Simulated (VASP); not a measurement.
# LiF (P4mm) in VASP: further runs

The runs below take LiF through single point, with r2SCAN.

Everything below comes from runs of VASP 6.6.1. Logs are shortened: lines on timing, memory, paths and dates and some standing lists are left out, and cuts for length are marked.

### Step 1. The cell of the first run

Symmetry: P4mm, No. 99, tetragonal system. The conventional cell has a = 2.560 Å, b = 2.560 Å, c = 2.560 Å, α = 90.00°, β = 90.00°, γ = 90.00°. Within 2.7 Å of Li (site symmetry 4mm) lie 8 F at 2.06 to 2.40 Å and 6 Li at 2.56 Å. F (site symmetry 4mm) has 8 Li at 2.06 to 2.40 Å and 6 F at 2.56 Å within 2.7 Å.

### Step 2. Single point, r2SCAN (all F atoms moved -0.300 Å, as atom 2 along Cartesian [0 0 1])

File POSCAR:

```
LiF
1.0
    2.5595330000      0.0000000000      0.0000000000
    0.0000000000      2.5595330000      0.0000000000
    0.0000000000      0.0000000000      2.5595330000
Li F
1 1
Direct
    0.0000000000      0.0000000000      0.0000000000
    0.5000000000      0.5000000000      0.3827911185
```

File INCAR.step1:

```
SYSTEM = LiF
ALGO     = Normal         ! electronic algorithm
EDIFF    = 1E-4           ! SCF threshold, eV
ENCUT    = 520            ! plane-wave cutoff, eV
GGA      = PE             ! functional
ISMEAR   = 0              ! smearing method
LASPH    = .True.         ! aspherical terms in the spheres
LCHARG   = .False.        ! write CHGCAR
LREAL    = .False.        ! projectors in reciprocal space
LWAVE    = .True.         ! write WAVECAR
NBANDS   = 12             ! bands
NELM     = 60             ! most SCF steps
PREC     = Accurate       ! precision mode
SIGMA    = 0.05           ! smearing width, eV
```

File INCAR.step2:

```
SYSTEM = LiF
ALGO     = Normal         ! electronic algorithm
EDIFF    = 1E-6           ! SCF threshold, eV
ENCUT    = 520            ! plane-wave cutoff, eV
ISIF     = 2              ! what is computed and relaxed
ISMEAR   = 0              ! smearing method
ISTART   = 1            
LASPH    = .True.         ! aspherical terms in the spheres
LCHARG   = .False.        ! write CHGCAR
LMIXTAU  = .True.       
LREAL    = .False.        ! projectors in reciprocal space
LWAVE    = .False.        ! write WAVECAR
METAGGA  = R2SCAN         ! meta-GGA
NBANDS   = 12             ! bands
NELM     = 60             ! most SCF steps
PREC     = Accurate       ! precision mode
SIGMA    = 0.05           ! smearing width, eV
```

File KPOINTS:

```
k-points
0
Gamma
  10 10 10
  0 0 0
```

Potentials or basis: VASP PAW PBE potentials, release 64 (Li_sv, F).

Launch:

```
cat potpaw_PBE.64/Li_sv/POTCAR potpaw_PBE.64/F/POTCAR > POTCAR
cp INCAR.step1 INCAR
mpirun -np 1 vasp_std > vasp.out
cp INCAR.step2 INCAR
mpirun -np 1 vasp_std > vasp.out
```

OUTCAR:

```text
SYSTEM = LiF
   EDIFF = 1E-6
   ENCUT = 520
   ISIF = 2
   ISMEAR = 0
   ISTART = 1
   LASPH = .True.
   LREAL = .False.
   METAGGA = R2SCAN
   NELM = 60
   PREC = Accurate

 ion  position               nearest neighbor table
   1  0.000  0.000  0.000-   2 2.06   2 2.06   2 2.06   2 2.06
   2  0.500  0.500  0.383-   1 2.06   1 2.06   1 2.06   1 2.06

  LATTYP: Found a simple cubic cell.
 ALAT       =     2.5595330000

  Lattice vectors:

 A1 = (   2.5595330000,   0.0000000000,   0.0000000000)
 A2 = (   0.0000000000,   2.5595330000,   0.0000000000)
 A3 = (   0.0000000000,   0.0000000000,   2.5595330000)

Analysis of symmetry for initial positions (statically):
=====================================================================
 Subroutine PRICEL returns:
 Original cell was already a primitive cell.

 Routine SETGRP: Setting up the symmetry group for a
 simple cubic supercell.

 Subroutine GETGRP returns: Found  8 space group operations
 (whereof  8 operations were pure point group operations)
 out of a pool of 48 trial point group operations.

The static configuration has the point symmetry C_4v.

Analysis of symmetry for dynamics (positions and initial velocities):
=====================================================================
 Subroutine PRICEL returns:
 Original cell was already a primitive cell.

 Routine SETGRP: Setting up the symmetry group for a
 simple cubic supercell.

 Subroutine GETGRP returns: Found  8 space group operations
 (whereof  8 operations were pure point group operations)
 out of a pool of 48 trial point group operations.

The dynamic configuration has the point symmetry C_4v.

 Subroutine INISYM returns: Found  8 space group operations
 (whereof  8 operations are pure point group operations),
 and found     1 'primitive' translations

----------------------------------------------------------------------------------------

                                     Primitive cell

  volume of cell :      16.7680

  direct lattice vectors                    reciprocal lattice vectors
     2.559533000  0.000000000  0.000000000     0.390696272  0.000000000  0.000000000
     0.000000000  2.559533000  0.000000000     0.000000000  0.390696272  0.000000000
     0.000000000  0.000000000  2.559533000     0.000000000  0.000000000  0.390696272

  length of vectors
     2.559533000  2.559533000  2.559533000     0.390696272  0.390696272  0.390696272

  position of ions in fractional coordinates (direct lattice)
     0.000000000  0.000000000  0.000000000
     0.500000000  0.500000000  0.382791119

  ion indices of the primitive-cell ions
   primitive index   ion index
                 1           1
                 2           2

----------------------------------------------------------------------------------------

 KPOINTS: k-points

Automatic generation of k-mesh.
 Grid dimensions read from file:
 generate k-points for:   10   10   10

 Generating k-lattice:

  Cartesian coordinates                     Fractional coordinates (reciprocal lattice)
     0.039069627  0.000000000  0.000000000     0.100000000  0.000000000  0.000000000
     0.000000000  0.039069627  0.000000000     0.000000000  0.100000000  0.000000000
     0.000000000  0.000000000  0.039069627     0.000000000  0.000000000  0.100000000

  Length of vectors
     0.039069627  0.039069627  0.039069627

  Shift w.r.t. Gamma in fractional coordinates (k-lattice)
     0.000000000  0.000000000  0.000000000

 Subroutine IBZKPT returns following result:
 ===========================================

 Found    126 irreducible k-points:

 Following reciprocal coordinates:
            Coordinates               Weight
  0.000000  0.000000  0.000000      1.000000
  0.100000  0.000000  0.000000      4.000000
  0.000000  0.000000  0.100000      2.000000
  0.200000  0.000000  0.000000      4.000000
  0.000000  0.000000  0.200000      2.000000
  0.300000  0.000000  0.000000      4.000000
[... 16 lines left out ...]
  0.500000  0.100000  0.000000      4.000000
  0.000000  0.500000  0.100000      4.000000
 [... further k-points ...]
   k-points           NKPTS =    126   k-points in BZ     NKDIM =    126   number of bands    NBANDS=     12
   number of dos      NEDOS =    301   number of ions     NIONS =      2
   total plane-waves  NPLWV =   8000
   dimension x,y,z NGX =    20 NGY =   20 NGZ =   20
   dimension x,y,z NGXF=    40 NGYF=   40 NGZF=   40
   ions per type =               1   1
   NGX,Y,Z   is equivalent  to a cutoff of  12.99, 12.99, 12.99 a.u.
   NGXF,Y,Z  is equivalent  to a cutoff of  25.98, 25.98, 25.98 a.u.
 SYSTEM =  LiF
   PREC   = accura    normal or accurate (medium, high low for compatibility)
   ISTART =      1    job   : 0-new  1-cont  2-samecut
   ICHARG =      0    charge: 1-file 2-atom 10-const
   ISPIN  =      1    spin polarized calculation?
   LNONCOLLINEAR =      F non collinear calculations
   LSORBIT =      F    spin-orbit coupling
   LASPH  =      T    aspherical Exc in radial PAW
   ENCUT  =  520.0 eV  38.22 Ry    6.18 a.u.   4.76  4.76  4.76*2*pi/ulx,y,z
   NELM   =     60;   NELMIN=  2; NELMDL=  0     # of ELM steps
   EDIFF  = 0.1E-05   stopping-criterion for ELM
   LREAL  =      F    real-space projection
   EDIFFG = 0.1E-04   stopping-criterion for IOM
   NSW    =      0    number of steps for IOM
   IBRION =     -1    ionic relax: 0-MD 1-quasi-New 2-CG
   NFREE  =      0    steps in history (QN), initial steepest desc. (CG)
   ISIF   =      2    stress and relaxation
   ISYM   =      2    0-nonsym 1-usesym 2-fastsym
   POTIM  = 0.5000    time-step for ionic-motion
   TEBEG  =    0.0;   TEEND  =   0.0 temperature during run
   PSTRESS=    0.0 pullay stress
   NELECT =      10.0000    total number of electrons
   NUPDOWN=      -1.0000    fix difference up-down
   EMIN   =  10.00;   EMAX   =-10.00  energy-range for DOS
   EFERMI =   0.00;   METHOD = LEGACY
   ISMEAR =     0;   SIGMA  =   0.05  broadening in eV -4-tet -1-fermi 0-gaus
   EFERMI_NEDOS =   21; number of points for ismear=-14 and -15
   IALGO  =     38    algorithm
   IMIX   =      4    mixing-type and parameters
     AMIX     =   0.40;   BMIX     =  1.00
     AMIX_MAG =   1.60;   BMIX_MAG =  1.00
  volume/ion in A,a.u.               =       8.38        56.58
  Fermi-wavevector in a.u.,A,eV,Ry     =   1.377994  2.604032 25.835673  1.898868
  Thomas-Fermi vector in A             =   2.503097
   LORBIT       =      0    0 simple, 1 ext, 2 COOP (PROOUT), +10 PAW based schemes
   METAGGA = R2SCAN    functional components
   LHFCALC =     F    Hartree Fock is set to
   AEXX    =    0.0000 exact exchange contribution
   IVDW    =     0    specifies the selected vdW correction
   LEPSILON=     F    determine dielectric tensor
   LRPA    =     F    only Hartree local field effects (RPA)
 non-spin polarized calculation
 Gauss-broadening in eV      SIGMA  =   0.05
  energy-cutoff  :      520.00
  volume of cell :       16.77
 maximum number of plane-waves:       468
 NGX is ok and might be reduce to    20
   NGX =  9   NGY =  9   NGZ =  9

 number of electron      10.0000011 magnetization

 Free energy of the ion-electron system (eV)
  ---------------------------------------------------
  ext. energy  EPLUGINS =         0.00000000
  ---------------------------------------------------
  free energy    TOTEN  =       -11.27832552 eV

  energy without entropy =      -11.27832552  energy(sigma->0) =      -11.27832552

 E-fermi :  -0.1871     XC(G=0): -10.4313

 val. band max:       -0.5284686424   @ k =   0.5000   0.5000   0.0000
 cond. band min:       7.9983565742   @ k =   0.0000   0.0000   0.0000
 fundamental gap:      8.5268252166
 Fermi energy:        -0.1871196146

 k-point     1 :       0.0000    0.0000    0.0000
  band No.  band energies     occupation
      1     -44.4434      2.00000
      2     -22.4914      2.00000
      3      -1.2921      2.00000
      4      -1.2921      2.00000
      5      -1.1566      2.00000
      6       7.9984      0.00000
      7      18.6941      0.00000
      8      19.3505      0.00000
      9      22.3721      0.00000
     10      22.3721      0.00000
     11      23.9901      0.00000
     12      39.0196      0.00000

 k-point     2 :       0.1000    0.0000    0.0000
  band No.  band energies     occupation
      1     -44.4389      2.00000
      2     -22.4530      2.00000
      3      -1.6324      2.00000
      4      -1.2548      2.00000
      5      -1.1198      2.00000
      6       8.2269      0.00000
      7      18.1976      0.00000
      8      19.0310      0.00000
      9      22.2967      0.00000
     10      22.9890      0.00000
     11      24.9593      0.00000
     12      37.1781      0.00000

 k-point     3 :       0.0000    0.0000    0.1000
  band No.  band energies     occupation
      1     -44.4392      2.00000
      2     -22.4504      2.00000
      3      -1.5141      2.00000
      4      -1.2567      2.00000
      5      -1.2567      2.00000
      6       8.2420      0.00000
      7      17.9529      0.00000
      8      19.5814      0.00000
      9      22.3320      0.00000
     10      22.3320      0.00000
     11      25.3106      0.00000
     12      37.4849      0.00000
[... 286 lines left out ...]
 k-point    23 :       0.5000    0.1000    0.0000
  band No.  band energies     occupation
      1     -44.3931      2.00000
      2     -22.0204      2.00000
      3      -4.1676      2.00000
      4      -1.2352      2.00000
      5      -0.7940      2.00000
      6      10.2678      0.00000
      7      14.3478      0.00000
      8      19.8415      0.00000
      9      22.8317      0.00000
     10      24.7233      0.00000
     11      27.1293      0.00000
     12      32.7432      0.00000

 k-point    24 :       0.0000    0.5000    0.1000
  band No.  band energies     occupation
      1     -44.3932      2.00000
      2     -22.0217      2.00000
      3      -4.1566      2.00000
      4      -1.1573      2.00000
      5      -0.8594      2.00000
      6      10.2509      0.00000
      7      14.1471      0.00000
      8      20.9708      0.00000
      9      21.5960      0.00000
     10      24.6657      0.00000
     11      27.5479      0.00000
     12      32.8060      0.00000

 [... further k-points ...]

------------------------ aborting loop because EDIFF is reached ----------------------------------------

  FORCE on cell =-STRESS in cart. coord.  units (eV):
  Direction    XX          YY          ZZ          XY          YZ          ZX
  --------------------------------------------------------------------------------------
  -------------------------------------------------------------------------------------
  Total       -0.3726420     -0.3726420     -0.0763117      0.0000000      0.0000000      0.0000000
  in kB      -35.6057513    -35.6057513     -7.2915407      0.0000000      0.0000000      0.0000000
  external PRESSURE =     -26.1676811 kB  Pullay stress =       0.0000000 kB

 VOLUME and BASIS-vectors are now :
 -----------------------------------------------------------------------------
  energy-cutoff  :      520.00
  volume of cell :       16.77
      direct lattice vectors                 reciprocal lattice vectors
     2.559533000  0.000000000  0.000000000     0.390696272  0.000000000  0.000000000
     0.000000000  2.559533000  0.000000000     0.000000000  0.390696272  0.000000000
     0.000000000  0.000000000  2.559533000     0.000000000  0.000000000  0.390696272

 POSITION                                       TOTAL-FORCE (eV/Angst)
 -----------------------------------------------------------------------------------
      0.00000      0.00000      0.00000        -0.000000      0.000000      0.106068
      1.27977      1.27977      0.97977         0.000000     -0.000000     -0.106068
 -----------------------------------------------------------------------------------
    total drift:                                0.000000      0.000000      0.005877

  FREE ENERGIE OF THE ION-ELECTRON SYSTEM (eV)
  ---------------------------------------------------
  free  energy   TOTEN  =       -11.2783255215 eV

  energy  without entropy=      -11.2783255215  energy(sigma->0) =      -11.27832552
```

Run time: 39 s. Hardware: 1 thread of AMD EPYC 9R45 (Zen 5), shared host; peak memory 0.1 GiB.

Results:

```
Free energy            : -11.2783 eV
Largest force          : 0.106 eV/Å
Band gap on the k mesh : 8.53 eV (least direct gap 9.15 eV)
```

Forces in eV/Å, atoms in the order of the input:
```
Li   0.000  0.000  0.106
F    0.000  0.000 -0.106
```

Caveat: the cell differs from its parent crystal (all F atoms moved -0.300 Å, as atom 2 along Cartesian [0 0 1]); the cutoff is under 1.25 times the usual one of these potentials, so pressure, stress and relaxed cells hold a basis-set (Pulay) error; the PAW data sets were made with another functional, which shifts forces and pressure a little.

### Step 3. Single point, r2SCAN (all F atoms moved +0.225 Å, as atom 2 along Cartesian [0 0 1])

Changes to POSCAR since step 2:

```diff
@@ -9,2 +9,2 @@
     0.0000000000      0.0000000000      0.0000000000
-    0.5000000000      0.5000000000      0.3827911185
+    0.5000000000      0.5000000000      0.5879066611
```

INCAR.step1 is that of step 2.

Changes to INCAR.step2 since step 2:

```diff
@@ -2,3 +2,3 @@
 ALGO     = Normal         ! electronic algorithm
-EDIFF    = 1E-6           ! SCF threshold, eV
+EDIFF    = 1E-7           ! SCF threshold, eV
 ENCUT    = 520            ! plane-wave cutoff, eV
```

KPOINTS is that of step 2.

Potentials or basis: VASP PAW PBE potentials, release 64 (Li_sv, F).

Launch:

```
cat potpaw_PBE.64/Li_sv/POTCAR potpaw_PBE.64/F/POTCAR > POTCAR
cp INCAR.step1 INCAR
mpirun -np 1 vasp_std > vasp.out
cp INCAR.step2 INCAR
mpirun -np 1 vasp_std > vasp.out
```

It took 46 s on 1 thread of AMD EPYC 9R45 (Zen 5), shared host; peak memory 0.1 GiB.

Results (log left out):

* Free energy: -11.2709 eV
* Largest force: 0.092 eV/Å
* Band gap on the k mesh: 8.57 eV (least direct gap 9.22 eV)

Forces in eV/Å, atoms in the order of the input:
```
Li   0.000  0.000 -0.092
F    0.000  0.000  0.092
```

Levels at points of the mesh, in eV from the valence-band top:
```
           k point  band 2  band 3  band 4  band 5  band 6  band 7  band 8  band 9
(0.00, 0.00, 0.00)  -21.95   -0.73   -0.73   -0.65    8.57   19.40   19.88   22.80
(0.50, 0.00, 0.00)  -21.52   -3.67   -0.33   -0.29   10.28   15.06   21.91   22.70
(0.00, 0.00, 0.50)  -21.50   -3.67   -0.34   -0.34   10.10   15.60   22.12   22.12
(0.50, 0.50, 0.00)  -21.00   -3.32   -3.32    0.00   14.66   15.02   15.02   20.71
(0.00, 0.50, 0.50)  -21.01   -3.24   -3.23   -0.04   12.95   15.00   16.78   20.44
(0.50, 0.50, 0.50)  -20.57   -2.37   -2.37   -2.27   12.25   12.40   12.40   25.41
```

Caveat: the cell differs from its parent crystal (all F atoms moved +0.225 Å, as atom 2 along Cartesian [0 0 1]); the cutoff is under 1.25 times the usual one of these potentials, so pressure, stress and relaxed cells hold a basis-set (Pulay) error; the PAW data sets were made with another functional, which shifts forces and pressure a little. A k mesh can miss the band edges.
